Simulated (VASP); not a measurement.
# CO2 (P4_2/mnm) in VASP: a series of runs, part 3 of 3

VASP 6.6.1.

## (4) Electric field gradients, r2SCAN

POSCAR reads:

```
CO2
1.0
    4.2272127900      0.0000000000      0.0000000000
    0.0000000000      4.2272127900      0.0000000000
    0.0000000000      0.0000000000      4.6877715900
C O
2 4
Direct
    0.5000000000      0.5000000000      0.5000000000
    0.0000000000      0.0000000000      0.0000000000
    0.3048268600      0.6951731400      0.5000000000
    0.6951731400      0.3048268600      0.5000000000
    0.1951731400      0.1951731400      0.0000000000
    0.8048268600      0.8048268600      0.0000000000
```

INCAR.step1 reads:

```
SYSTEM = CO2
ALGO = Normal
EDIFF = 1E-4
ENCUT = 520
GGA = PE
ISMEAR = -1
LASPH = .True.
LCHARG = .False.
LREAL = .False.
LWAVE = .True.
NBANDS = 25
NELM = 80
PREC = Accurate
SIGMA = 0.01
```

INCAR.step2 reads:

```
SYSTEM = CO2
ALGO = Normal
EDIFF = 1E-8
ENCUT = 520
ISIF = 2
ISMEAR = -1
ISTART = 1
LASPH = .True.
LCHARG = .False.
LEFG = .True.
LMIXTAU = .True.
LREAL = .False.
LWAVE = .False.
METAGGA = R2SCAN
NBANDS = 25
NELM = 80
PREC = Accurate
SIGMA = 0.01
```

KPOINTS reads:

```
k-points
0
Gamma
  8 8 7
  0 0 0
```

Potentials or basis: VASP PAW PBE potentials, release 64 (C, O).

On the command line:

```
> cat potpaw_PBE.64/C/POTCAR potpaw_PBE.64/O/POTCAR > POTCAR
> cp INCAR.step1 INCAR
> mpirun -np 1 vasp_std > vasp.out
> cp INCAR.step2 INCAR
> mpirun -np 1 vasp_std > vasp.out
```

OUTCAR:

```text
SYSTEM = CO2
   EDIFF = 1E-8
   ENCUT = 520
   ISIF = 2
   ISMEAR = -1
   ISTART = 1
   LASPH = .True.
   LREAL = .False.
   METAGGA = R2SCAN
   NELM = 80
   PREC = Accurate

 ion  position               nearest neighbor table
   1  0.500  0.500  0.500-   3 1.17   4 1.17
   2  0.000  0.000  0.000-   5 1.17   6 1.17
   3  0.305  0.695  0.500-   1 1.17
   4  0.695  0.305  0.500-   1 1.17
   5  0.195  0.195  0.000-   2 1.17
   6  0.805  0.805  0.000-   2 1.17

  LATTYP: Found a simple tetragonal cell.
 ALAT       =     4.2272127900
 C/A-ratio  =     1.1089509383

  Lattice vectors:

 A1 = (   4.2272127900,   0.0000000000,   0.0000000000)
 A2 = (   0.0000000000,   4.2272127900,   0.0000000000)
 A3 = (   0.0000000000,   0.0000000000,   4.6877715900)

Analysis of symmetry for initial positions (statically):
=====================================================================
 Subroutine PRICEL returns:
 Original cell was already a primitive cell.

 Routine SETGRP: Setting up the symmetry group for a
 simple tetragonal supercell.

 Subroutine GETGRP returns: Found 16 space group operations
 (whereof  8 operations were pure point group operations)
 out of a pool of 16 trial point group operations.

The static configuration has the point symmetry D_2h.
 The point group associated with its full space group is D_4h.

Analysis of symmetry for dynamics (positions and initial velocities):
=====================================================================
 Subroutine PRICEL returns:
 Original cell was already a primitive cell.

 Routine SETGRP: Setting up the symmetry group for a
[... 850 lines left out ...]
  Total        0.1606136      0.1606136      0.0141405     -0.0000000      0.0000000      0.0000000
  in kB        3.0719794      3.0719794      0.2704591     -0.0000000      0.0000000      0.0000000
  external PRESSURE =       2.1381393 kB  Pullay stress =       0.0000000 kB

 VOLUME and BASIS-vectors are now :
 -----------------------------------------------------------------------------
  energy-cutoff  :      520.00
  volume of cell :       83.77
      direct lattice vectors                 reciprocal lattice vectors
     4.227212790  0.000000000  0.000000000     0.236562494  0.000000000  0.000000000
     0.000000000  4.227212790  0.000000000     0.000000000  0.236562494  0.000000000
     0.000000000  0.000000000  4.687771590     0.000000000  0.000000000  0.213320974

 POSITION                                       TOTAL-FORCE (eV/Angst)
 -----------------------------------------------------------------------------------
      2.11361      2.11361      2.34389         0.000000      0.000000     -0.000000
      0.00000      0.00000      0.00000         0.000000      0.000000     -0.000000
      1.28857      2.93864      2.34389        -0.028668      0.028668     -0.000000
      2.93864      1.28857      2.34389         0.028668     -0.028668     -0.000000
      0.82504      0.82504      0.00000         0.028668      0.028668     -0.000000
      3.40217      3.40217      0.00000        -0.028668     -0.028668      0.000000
 -----------------------------------------------------------------------------------
    total drift:                                0.000000      0.000000     -0.000000

  FREE ENERGIE OF THE ION-ELECTRON SYSTEM (eV)
  ---------------------------------------------------
  free  energy   TOTEN  =       -51.4764499766 eV

  energy  without entropy=      -51.4764499766  energy(sigma->0) =      -51.47644998

 Electric field gradients (V/A^2)
---------------------------------------------------------------------
 ion       V_xx      V_yy      V_zz      V_xy      V_xz      V_yz
---------------------------------------------------------------------
   1     -14.636   -14.636    29.272    42.183    -0.000    -0.000
   2     -14.636   -14.636    29.272   -42.183     0.000    -0.000
   3      17.442    17.442   -34.884   -56.248    -0.000    -0.000
   4      17.442    17.442   -34.884   -56.248     0.000    -0.000
   5      17.442    17.442   -34.884    56.248    -0.000     0.000
   6      17.442    17.442   -34.884    56.248     0.000     0.000
---------------------------------------------------------------------

 Electric field gradients after diagonalization (V/A^2)
 (convention: |V_zz| > |V_xx| > |V_yy|)
----------------------------------------------------------------------
 ion       V_xx      V_yy      V_zz     asymmetry (V_yy - V_xx)/ V_zz
----------------------------------------------------------------------
   1      29.272    27.547   -56.818       0.030
   2      29.272    27.547   -56.818       0.030
   3     -38.806   -34.884    73.690       0.053
   4     -38.806   -34.884    73.690       0.053
   5     -38.806   -34.884    73.690       0.053
   6     -38.806   -34.884    73.690       0.053
----------------------------------------------------------------------

           NMR quadrupolar parameters

 Cq : quadrupolar parameter    Cq=e*Q*V_zz/h
 eta: asymmetry parameters     (V_yy - V_xx)/ V_zz
 Q  : nuclear electric quadrupole moment in mb (millibarn)
----------------------------------------------------------------------
 ion       Cq(MHz)       eta       Q (mb)
----------------------------------------------------------------------
   1      -0.137       0.030       1.000
   2      -0.137       0.030       1.000
   3       0.178       0.053       1.000
   4       0.178       0.053       1.000
   5       0.178       0.053       1.000
   6       0.178       0.053       1.000
----------------------------------------------------------------------
```

OUTCAR.step1:

```text
SYSTEM = CO2
   EDIFF = 1E-4
   ENCUT = 520
   GGA = PE
   ISMEAR = -1
   LASPH = .True.
   LREAL = .False.
   NELM = 80
[... 909 lines left out ...]
      2.93864      1.28857      2.34389         0.549392     -0.549392      0.000000
      0.82504      0.82504      0.00000         0.549392      0.549392      0.000000
      3.40217      3.40217      0.00000        -0.549392     -0.549392     -0.000000
 -----------------------------------------------------------------------------------
    total drift:                                0.000000      0.000000      0.000000

  FREE ENERGIE OF THE ION-ELECTRON SYSTEM (eV)
  ---------------------------------------------------
  free  energy   TOTEN  =       -45.9703219480 eV

  energy  without entropy=      -45.9703219480  energy(sigma->0) =      -45.97032195
```

OSZICAR.step1:

```text
N       E                     dE             d eps       ncg     rms          rms(c)
DAV:   1     0.167273331130E+03    0.16727E+03   -0.16952E+04  3000   0.118E+03
DAV:   2    -0.384678265033E+02   -0.20574E+03   -0.19731E+03  4092   0.277E+02
DAV:   3    -0.491020015095E+02   -0.10634E+02   -0.10567E+02  3602   0.635E+01
DAV:   4    -0.491948934488E+02   -0.92892E-01   -0.92819E-01  3740   0.682E+00
DAV:   5    -0.491960260273E+02   -0.11326E-02   -0.11323E-02  3791   0.734E-01    0.135E+01
DAV:   6    -0.462237480433E+02    0.29723E+01   -0.75454E+00  3770   0.197E+01    0.622E+00
DAV:   7    -0.460276154326E+02    0.19613E+00   -0.41491E-01  3651   0.459E+00    0.344E+00
DAV:   8    -0.459755693830E+02    0.52046E-01   -0.28029E-01  3865   0.329E+00    0.782E-01
DAV:   9    -0.459697650164E+02    0.58044E-02   -0.20055E-02  3566   0.102E+00    0.332E-01
DAV:  10    -0.459701607409E+02   -0.39572E-03   -0.43307E-03  3838   0.437E-01    0.533E-02
DAV:  11    -0.459702948489E+02   -0.13411E-03   -0.86177E-05  2422   0.725E-02    0.195E-02
DAV:  12    -0.459703219480E+02   -0.27099E-04   -0.21798E-05  2705   0.373E-02
   1 F= -.45970322E+02 E0= -.45970322E+02  d E =-.216384E-13
```

Wall time 3 min (1 thread of Intel Xeon 6975P-C (Granite Rapids), shared host); peak memory 0.24 GiB.

What came out:

| Item | Value |
| --- | --- |
| Free energy | -51.4764 eV |
| Pressure | 0.2 GPa |
| Largest force | 0.041 eV/Å |
| Band gap on the k mesh | 7.16 eV (least direct gap 7.64 eV) |
| Largest electric field gradient by atom | C -56.8; O +73.7 V/Å² |

Forces on the atoms (eV/Å):
```
C    0.000  0.000  0.000
C    0.000  0.000  0.000
O   -0.029  0.029  0.000
O    0.029 -0.029  0.000
O    0.029  0.029  0.000
O   -0.029 -0.029  0.000
```

Electric field gradients, principal values (V/Å²):
```
atom    least   middle  greatest (by size)
 1 C   27.547   29.272             -56.818
 2 C   27.547   29.272             -56.818
 3 O  -34.884  -38.806              73.690
 4 O  -34.884  -38.806              73.690
 5 O  -34.884  -38.806              73.690
 6 O  -34.884  -38.806              73.690
```

Caveat: without QUAD_EFG the Cq values of the log hold for a quadrupole moment of 1 mb, not for the nuclei; the PAW data sets were made with another functional, which shifts forces and pressure a little.

## (5) Overview

| level | cell | gap on the mesh (eV) | pressure (GPa) | largest force (eV/Å) |
| --- | --- | --- | --- | --- |
| PBE | as given, atomic positions A | 6.57 | 4.1 | 0.78 |
| r2SCAN | as given, atomic positions B | 7.15 | -0.2 | 0.09 |
| r2SCAN | as given, atomic positions A | 7.16 | 0.2 | 0.04 |

Alike in all rows: task electric field gradients; potentials or basis VASP PAW PBE potentials, release 64 (C, O); no spin polarisation; k mesh 8 × 8 × 7; cutoff (eV) 520; smearing fermi-dirac 0.01 eV.

The pressure there spans -0.2 GPa (r2SCAN) to 4.1 GPa (PBE); a positive pressure means that this level wants a larger cell, a negative one a smaller.

Caveats: the PAW data sets were made with another functional, which shifts forces and pressure a little (at least some runs); the cell stands under pressure (at least some runs); this functional lacks dispersion, which holds the molecules together, so the pressure and a relaxed volume are unreliable (at least some runs).

Total energies depend on the potentials used, so only differences within one code and one set of settings carry meaning.
